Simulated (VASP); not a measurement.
# AgCl (P1) in VASP: single point with PBEsol

Aim: the single point of AgCl with PBEsol.

All numbers are computed with VASP 6.6.1; they aren't measurements. Logs are shortened: lines on timing, memory, paths and dates and some standing lists are left out, and cuts for length are marked.

## 1. The cell of the first run

The typed cell holds 2 atoms: a = 3.319 Å, b = 3.377 Å, c = 3.332 Å, α = 90.53°, β = 90.04°, γ = 90.41°.

## 2. Single point, PBEsol (atoms moved at random and the cell strained at random)

The input, INCAR:

```
  ALGO = Normal
  EDIFF = 1E-6
  ENCUT = 520
  GGA = PS
  ISIF = 2
  ISMEAR = 0
  LASPH = True
  LCHARG = False
  LREAL = False
  LWAVE = False
  NBANDS = 16
  NELM = 80
  PREC = Accurate
  SIGMA = 0.05
```

The input, KPOINTS:

```
k-points
0
Gamma
  10 10 10
```

The input, POSCAR:

```
AgCl
1.0
    3.3185228277     -0.0119158863     -0.0011332111
   -0.0119158863      3.3769690482     -0.0156589169
   -0.0011332111     -0.0156589169      3.3323960787
Ag Cl
1 1
Direct
   -0.0456351870     -0.0182383496      0.0537132936
    0.5456351870      0.5182383496      0.4462867064
```

Potentials or basis: VASP PAW PBE potentials, release 64 (Ag, Cl).

Launch:

```
cat potpaw_PBE.64/Ag/POTCAR potpaw_PBE.64/Cl/POTCAR > POTCAR
mpirun -np 1 vasp_std > vasp.out
```

OUTCAR:

```text
EDIFF = 1E-6
   ENCUT = 520
   GGA = PS
   ISIF = 2
   ISMEAR = 0
   LASPH = True
   LREAL = False
   NELM = 80
   PREC = Accurate

 ion  position               nearest neighbor table
   1  0.954  0.982  0.054-   2 2.45   2 2.61   2 2.84   2 2.88   2 2.96   2 3.05
   2  0.546  0.518  0.446-   1 2.45   1 2.61   1 2.84   1 2.88   1 2.96   1 3.05

  LATTYP: Found a triclinic cell.
 ALAT       =     4.7177870048
 B/A-ratio  =     0.7034112415
 C/A-ratio  =     0.7063551318
 COS(alpha) =     0.0006646550
 COS(beta)  =     0.0071492349
 COS(gamma) =     0.6983164518

  Lattice vectors:

 A1 = (   3.3066069414,   3.3650531619,  -0.0167921280)
 A2 = (   3.3185228277,  -0.0119158863,  -0.0011332111)
 A3 = (   0.0011332111,   0.0156589169,  -3.3323960787)

Analysis of symmetry for initial positions (statically):
=====================================================================
 Subroutine PRICEL returns:
 Original cell was already a primitive cell.

 Routine SETGRP: Setting up the symmetry group for a
 triclinic supercell.

 Subroutine GETGRP returns: Found  1 space group operations
 (whereof  1 operations were pure point group operations)
 out of a pool of  2 trial point group operations.

The static configuration has the point symmetry C_1 .

Analysis of symmetry for dynamics (positions and initial velocities):
=====================================================================
 Subroutine PRICEL returns:
 Original cell was already a primitive cell.

 Routine SETGRP: Setting up the symmetry group for a
 triclinic supercell.

 Subroutine GETGRP returns: Found  1 space group operations
 (whereof  1 operations were pure point group operations)
 out of a pool of  2 trial point group operations.

The dynamic configuration has the point symmetry C_1 .

 Subroutine INISYM returns: Found  1 space group operations
 (whereof  1 operations are pure point group operations),
 and found     1 'primitive' translations

----------------------------------------------------------------------------------------

                                     Primitive cell

  volume of cell :      37.3434

  direct lattice vectors                    reciprocal lattice vectors
     3.318522828 -0.011915886 -0.001133211     0.301342751  0.001063809  0.000107473
    -0.011915886  3.376969048 -0.015658917     0.001063809  0.296133739  0.001391893
    -0.001133211 -0.015658917  3.332396079     0.000107473  0.001391893  0.300090954

  length of vectors
     3.318544414  3.377026376  3.332433062     0.301344648  0.296138921  0.300094201

  position of ions in fractional coordinates (direct lattice)
     0.954364813  0.981761650  0.053713294
     0.545635187  0.518238350  0.446286706

  ion indices of the primitive-cell ions
   primitive index   ion index
                 1           1
                 2           2

----------------------------------------------------------------------------------------

 KPOINTS: k-points

Automatic generation of k-mesh.
 Grid dimensions read from file:
 generate k-points for:   10   10   10

 Generating k-lattice:

  Cartesian coordinates                     Fractional coordinates (reciprocal lattice)
     0.030134275  0.000106381  0.000010747     0.100000000  0.000000000  0.000000000
     0.000106381  0.029613374  0.000139189     0.000000000  0.100000000  0.000000000
     0.000010747  0.000139189  0.030009095     0.000000000  0.000000000  0.100000000

  Length of vectors
     0.030134465  0.029613892  0.030009420

  Shift w.r.t. Gamma in fractional coordinates (k-lattice)
     0.000000000  0.000000000  0.000000000

 Subroutine IBZKPT returns following result:
 ===========================================

 Found    504 irreducible k-points:

 Following reciprocal coordinates:
            Coordinates               Weight
  0.000000  0.000000  0.000000      1.000000
  0.100000 -0.000000 -0.000000      2.000000
  0.200000 -0.000000 -0.000000      2.000000
  0.300000 -0.000000 -0.000000      2.000000
  0.400000 -0.000000 -0.000000      2.000000
  0.500000 -0.000000 -0.000000      1.000000
[... 16 lines left out ...]
 -0.400000  0.200000 -0.000000      2.000000
 -0.300000  0.200000  0.000000      2.000000
 [... further k-points ...]
   k-points           NKPTS =    504   k-points in BZ     NKDIM =    504   number of bands    NBANDS=     16
   number of dos      NEDOS =    301   number of ions     NIONS =      2
   total plane-waves  NPLWV =  21952
   dimension x,y,z NGX =    28 NGY =   28 NGZ =   28
   dimension x,y,z NGXF=    56 NGYF=   56 NGZF=   56
   ions per type =               1   1
   NGX,Y,Z   is equivalent  to a cutoff of  14.03, 13.78, 13.97 a.u.
   NGXF,Y,Z  is equivalent  to a cutoff of  28.05, 27.57, 27.94 a.u.
 SYSTEM =  unknown system
   PREC   = accura    normal or accurate (medium, high low for compatibility)
   ISTART =      0    job   : 0-new  1-cont  2-samecut
   ICHARG =      2    charge: 1-file 2-atom 10-const
   ISPIN  =      1    spin polarized calculation?
   LNONCOLLINEAR =      F non collinear calculations
   LSORBIT =      F    spin-orbit coupling
   LASPH  =      T    aspherical Exc in radial PAW
   ENCUT  =  520.0 eV  38.22 Ry    6.18 a.u.   6.17  6.28  6.20*2*pi/ulx,y,z
   NELM   =     80;   NELMIN=  2; NELMDL= -5     # of ELM steps
   EDIFF  = 0.1E-05   stopping-criterion for ELM
   LREAL  =      F    real-space projection
   EDIFFG = 0.1E-04   stopping-criterion for IOM
   NSW    =      0    number of steps for IOM
   IBRION =     -1    ionic relax: 0-MD 1-quasi-New 2-CG
   NFREE  =      0    steps in history (QN), initial steepest desc. (CG)
   ISIF   =      2    stress and relaxation
   ISYM   =      2    0-nonsym 1-usesym 2-fastsym
   POTIM  = 0.5000    time-step for ionic-motion
   TEBEG  =    0.0;   TEEND  =   0.0 temperature during run
   PSTRESS=    0.0 pullay stress
   NELECT =      18.0000    total number of electrons
   NUPDOWN=      -1.0000    fix difference up-down
   EMIN   =  10.00;   EMAX   =-10.00  energy-range for DOS
   EFERMI =   0.00;   METHOD = LEGACY
   ISMEAR =     0;   SIGMA  =   0.05  broadening in eV -4-tet -1-fermi 0-gaus
   EFERMI_NEDOS =   21; number of points for ismear=-14 and -15
   IALGO  =     38    algorithm
   IMIX   =      4    mixing-type and parameters
     AMIX     =   0.40;   BMIX     =  1.00
     AMIX_MAG =   1.60;   BMIX_MAG =  1.00
  volume/ion in A,a.u.               =      18.67       126.00
  Fermi-wavevector in a.u.,A,eV,Ry     =   1.283594  2.425642 22.417160  1.647615
  Thomas-Fermi vector in A             =   2.415838
   LORBIT       =      0    0 simple, 1 ext, 2 COOP (PROOUT), +10 PAW based schemes
   GGA     = PS    functional components
   LHFCALC =     F    Hartree Fock is set to
   AEXX    =    0.0000 exact exchange contribution
   IVDW    =     0    specifies the selected vdW correction
   LEPSILON=     F    determine dielectric tensor
   LRPA    =     F    only Hartree local field effects (RPA)
 non-spin polarized calculation
 Gauss-broadening in eV      SIGMA  =   0.05
  energy-cutoff  :      520.00
  volume of cell :       37.34
 maximum number of plane-waves:      1023
 NGX is ok and might be reduce to    28
   NGX = 13   NGY = 13   NGZ = 13

 number of electron      18.0000000 magnetization

 Free energy of the ion-electron system (eV)
  ---------------------------------------------------
  ext. energy  EPLUGINS =         0.00000000
  ---------------------------------------------------
  free energy    TOTEN  =        -5.70585609 eV

  energy without entropy =       -5.70585609  energy(sigma->0) =       -5.70585609

 E-fermi :   5.2465     XC(G=0): -10.9926

 val. band max:        4.9859588777   @ k =   0.5000  -0.0000  -0.0000
 cond. band min:       5.4929453390   @ k =   0.0000   0.0000   0.0000
 fundamental gap:      0.5069864613
 Fermi energy:         5.2464943844

 k-point     1 :       0.0000    0.0000    0.0000
  band No.  band energies     occupation
      1     -10.4162      2.00000
      2       1.1832      2.00000
      3       1.2958      2.00000
      4       1.7555      2.00000
      5       2.5292      2.00000
      6       2.8152      2.00000
[... 8 lines left out ...]
     15      20.2635      0.00000
     16      20.4745      0.00000

 k-point     2 :       0.1000   -0.0000   -0.0000
  band No.  band energies     occupation
      1     -10.3658      2.00000
      2       1.1007      2.00000
      3       1.2682      2.00000
      4       1.6948      2.00000
      5       2.4399      2.00000
      6       2.7780      2.00000
[... 8 lines left out ...]
     15      19.6029      0.00000
     16      20.6361      0.00000

 k-point     3 :       0.2000   -0.0000   -0.0000
  band No.  band energies     occupation
      1     -10.2284      2.00000
      2       0.5694      2.00000
      3       1.3355      2.00000
      4       1.5408      2.00000
      5       2.3160      2.00000
      6       2.7111      2.00000
[... 8 lines left out ...]
     15      18.9840      0.00000
     16      20.8526      0.00000

 k-point     4 :       0.3000   -0.0000   -0.0000
  band No.  band energies     occupation
      1     -10.0466      2.00000
      2      -0.1824      2.00000
      3       1.3217      2.00000
      4       1.4577      2.00000
      5       2.1439      2.00000
      6       2.7740      2.00000
[... 8 lines left out ...]
     15      19.6512      0.00000
     16      21.0288      0.00000
[... 324 lines left out ...]
 k-point    22 :       0.5000    0.2000   -0.0000
  band No.  band energies     occupation
      1      -9.7147      2.00000
      2      -0.6221      2.00000
      3       0.8222      2.00000
      4       1.7153      2.00000
      5       2.0716      2.00000
      6       2.6771      2.00000
[... 8 lines left out ...]
     15      19.5414      0.00000
     16      21.8640      0.00000

 k-point    23 :      -0.4000    0.2000   -0.0000
  band No.  band energies     occupation
      1      -9.7725      2.00000
      2      -0.4168      2.00000
      3       0.8240      2.00000
      4       1.7117      2.00000
      5       2.1099      2.00000
      6       2.6605      2.00000
[... 8 lines left out ...]
     15      19.4162      0.00000
     16      21.4405      0.00000

 k-point    24 :      -0.3000    0.2000    0.0000
  band No.  band energies     occupation
      1      -9.9132      2.00000
      2       0.0781      2.00000
      3       0.8223      2.00000
      4       1.7020      2.00000
      5       2.1874      2.00000
      6       2.5955      2.00000
[... 8 lines left out ...]
     15      19.0723      0.00000
     16      20.3877      0.00000

 [... further k-points ...]

------------------------ aborting loop because EDIFF is reached ----------------------------------------

  FORCE on cell =-STRESS in cart. coord.  units (eV):
  Direction    XX          YY          ZZ          XY          YZ          ZX
  --------------------------------------------------------------------------------------
  -------------------------------------------------------------------------------------
  Total        0.9200460      1.2210357      0.7472010      0.3281341     -0.4000858     -0.6288217
  in kB       39.4735901     52.3872333     32.0578616     14.0782431    -17.1652528    -26.9789244
  external PRESSURE =      41.3062283 kB  Pullay stress =       0.0000000 kB

 VOLUME and BASIS-vectors are now :
 -----------------------------------------------------------------------------
  energy-cutoff  :      520.00
  volume of cell :       37.34
      direct lattice vectors                 reciprocal lattice vectors
     3.318522828 -0.011915886 -0.001133211     0.301342751  0.001063809  0.000107473
    -0.011915886  3.376969048 -0.015658917     0.001063809  0.296133739  0.001391893
    -0.001133211 -0.015658917  3.332396079     0.000107473  0.001391893  0.300090954

 POSITION                                       TOTAL-FORCE (eV/Angst)
 -----------------------------------------------------------------------------------
      3.15532      3.30317      0.16254         0.481801      0.310064     -0.483754
      1.80402      1.73658      1.47847        -0.481801     -0.310064      0.483754
 -----------------------------------------------------------------------------------
    total drift:                                0.000408      0.000105     -0.000149

  FREE ENERGIE OF THE ION-ELECTRON SYSTEM (eV)
  ---------------------------------------------------
  free  energy   TOTEN  =        -5.7058560870 eV

  energy  without entropy=       -5.7058560870  energy(sigma->0) =       -5.70585609
```

It took 3.4 min on 1 thread of AMD EPYC 7R13 (Zen 3), shared host; peak memory 0.37 GiB.

What came out:

| Quantity | Value |
| --- | --- |
| Free energy | -5.7059 eV |
| Pressure | 4.1 GPa |
| Largest force | 0.750 eV/Å |
| Band gap on the k mesh | 0.51 eV (least direct gap 1.69 eV) |

Forces in eV/Å, atoms in the order of the input:
```
Ag   0.482  0.310 -0.484
Cl  -0.482 -0.310  0.484
```

Levels at points of the mesh, in eV from the valence-band top:
| k point | band 5 | band 6 | band 7 | band 8 | band 9 | band 10 | band 11 | band 12 | band 13 | band 14 |
| --- | --- | --- | --- | --- | --- | --- | --- | --- | --- | --- |
| (0.00, 0.00, 0.00) | -2.46 | -2.17 | -1.31 | -1.22 | -1.18 | 0.51 | 8.21 | 8.68 | 14.12 | 15.07 |
| (0.50, 0.00, 0.00) | -3.03 | -2.18 | -1.67 | -0.55 | 0.00 | 4.81 | 5.58 | 9.12 | 9.82 | 10.66 |
| (0.00, 0.50, 0.00) | -3.05 | -2.18 | -1.83 | -0.73 | -0.04 | 5.12 | 5.54 | 9.34 | 10.34 | 10.50 |
| (0.50, 0.50, 0.00) | -2.86 | -2.27 | -2.23 | -1.82 | -0.46 | 2.40 | 9.13 | 9.22 | 10.60 | 12.88 |
| (0.00, 0.00, 0.50) | -3.05 | -2.18 | -1.66 | -0.49 | -0.05 | 4.79 | 5.56 | 9.11 | 9.81 | 10.63 |
| (0.50, 0.00, 0.50) | -2.68 | -2.50 | -2.35 | -1.80 | -0.45 | 2.64 | 8.75 | 9.00 | 11.02 | 12.79 |
| (0.00, 0.50, 0.50) | -2.86 | -2.30 | -2.28 | -1.83 | -0.45 | 2.40 | 9.01 | 9.30 | 10.72 | 12.95 |
| (0.50, 0.50, 0.50) | -1.81 | -1.78 | -0.61 | -0.56 | -0.34 | 4.23 | 4.73 | 5.02 | 6.71 | 16.60 |

Caveat: the cell differs from its parent crystal (atoms moved at random and the cell strained at random); the cell stands under pressure; the PAW data sets were made with another functional, which shifts forces and pressure a little. A k mesh can miss the band edges.
